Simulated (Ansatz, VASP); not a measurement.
**Two plane-wave programs on Zn**

Contents of INCAR:

```
SYSTEM = Zn
PREC     = Accurate       ! precision mode
ENCUT    = 520            ! plane-wave cutoff, eV
EDIFF    = 1E-6           ! SCF threshold, eV
ISMEAR   = -1             ! smearing method
SIGMA    = 0.1            ! smearing width, eV
LREAL    = .False.        ! projectors in reciprocal space
LASPH    = .True.         ! aspherical terms in the spheres
NELM     = 60             ! most SCF steps
ALGO     = Normal         ! electronic algorithm
ISIF     = 2              ! what is computed and relaxed
LWAVE    = .False.        ! write WAVECAR
LCHARG   = .False.        ! write CHGCAR
GGA      = RE             ! functional
NBANDS   = 32             ! bands
```

The input KPOINTS:

```
Automatic mesh
0
Gamma
  15 15 4
  0 0 0
```

Contents of POSCAR:

```
Zn
1.0
    2.6856483326      0.0000000000      0.0000000000
   -1.3428241663      2.3258396816      0.0000000000
    0.0000000000      0.0000000000     10.0582133730
Zn
4
Direct
    1.0000000000      1.0000000000      0.0000000000
    0.0000000000      0.0000000000      0.5000000000
    0.3333333333      0.6666666667      0.2500000000
    0.6666666667      0.3333333333      0.7500000000
```

Input for Ansatz:

```yaml
crystal:
  lattice:
    - [2.6856483326, 0.0, 0.0]
    - [-1.3428241663, 2.3258396816, 0.0]
    - [0.0, 0.0, 10.058213373]
  atoms:
    - { symbol: Zn, position: [1.0, 1.0, 0.0] }
    - { symbol: Zn, position: [0.0, 0.0, 0.5] }
    - { symbol: Zn, position: [0.3333333333, 0.6666666667, 0.25] }
    - { symbol: Zn, position: [0.6666666667, 0.3333333333, 0.75] }
hamiltonian:
  xc: revpbe
  pseudopotentials:
    kind: paw
    azcp:
      Zn: "pseudopotentials/Zn.paw.azcp"
basis:
  ecutwfc: 420
  fft_grid_basis: typed
kpoints:
  mp_grid: { grid: [15, 15, 4], shift: [0, 0, 0] }
magnetization:
  spin_polarized: false
scf:
  occupations: { method: fermi_dirac, width: 0.1 }
  lower_state_search: "off"
output:
  stress: true
```

Alike in both runs: task single point; functional revPBE; k mesh 15 × 15 × 4; occupations fermi-dirac, width 0.1 eV; no spin polarisation.

|  | VASP | Ansatz |
| --- | --- | --- |
| version | VASP 6.6.1 | Ansatz 0.2.0 |
| potentials or method | VASP PAW PBE potentials, release 64 (Zn), cutoff 520 eV | plane waves (420 eV) with PAW, scalar-relativistic |
| valence electrons in the cell | 48 | 48 |

VASP gave:

```
pressure (GPa)                                                : 0.4
traceless stress, the component that is largest in VASP (GPa) : 1.41
```

**Question.** Estimate Ansatz's values.

**Answer.** Pressure (GPa): 0.1; traceless stress, the component that is largest in VASP (GPa): 1.58.

VASP's potentials were made for PBE, not for revPBE. With one functional, cell and mesh, what is left measures potentials, basis and numerics.
